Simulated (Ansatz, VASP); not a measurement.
# Ba: VASP beside Ansatz

Contents of INCAR:

```
PREC = Accurate
ENCUT = 520
EDIFF = 1E-6
ISMEAR = -1
SIGMA = 0.1
LREAL = F
LASPH = T
NELM = 60
ALGO = Normal
ISIF = 2
LWAVE = F
LCHARG = T
GGA = CA
LELF = T
LVHAR = T
NBANDS = 17
```

The input KPOINTS:

```
Automatic mesh
0
Gamma
  9 9 9
```

POSCAR

```
Ba
1.0
    0.0000000000      3.5938650034      3.5938650034
    3.5938650034      0.0000000000      3.5938650034
    3.5938650034      3.5938650034      0.0000000000
Ba
2
Direct
    0.1250000000      0.1250000000      0.1250000000
    0.8750000000      0.8750000000      0.8750000000
```

Input for Ansatz:

```yaml
crystal:
  lattice:
    - [0.0, 3.5938650034, 3.5938650034]
    - [3.5938650034, 0.0, 3.5938650034]
    - [3.5938650034, 3.5938650034, 0.0]
  atoms:
    - { symbol: Ba, position: [0.125, 0.125, 0.125] }
    - { symbol: Ba, position: [0.875, 0.875, 0.875] }
hamiltonian:
  xc: lda
  pseudopotentials:
    kind: paw
    azcp:
      Ba: "pseudopotentials/Ba.paw.azcp"
basis:
  ecutwfc: 420
  fft_grid_basis: typed
kpoints:
  mp_grid: { grid: [9, 9, 9], shift: [0, 0, 0] }
magnetization:
  spin_polarized: false
scf:
  occupations: { method: fermi_dirac, width: 0.1 }
  lower_state_search: "off"
output:
  stress: true
```

Alike in both runs: task single point; functional LDA; k mesh 9 × 9 × 9; occupations fermi-dirac, width 0.1 eV; no spin polarisation.

```csv
,VASP,Ansatz
version,VASP 6.6.1,Ansatz 0.2.0
potentials or method,"VASP PAW LDA potentials, release 64 (Ba_sv), cutoff 520 eV","plane waves (420 eV) with PAW, scalar-relativistic"
valence electrons in the cell,20,20
```

VASP gave:

* pressure (GPa): 1.9

Q: Estimate Ansatz's values.

A: Pressure (GPa): 0.8.

Ansatz warns that its potentials were made for another functional, while VASP's fit it. LDA's correlation is that of Perdew and Zunger in VASP and of Perdew and Wang (1992) in Ansatz.

Spin-orbit coupling is off throughout.
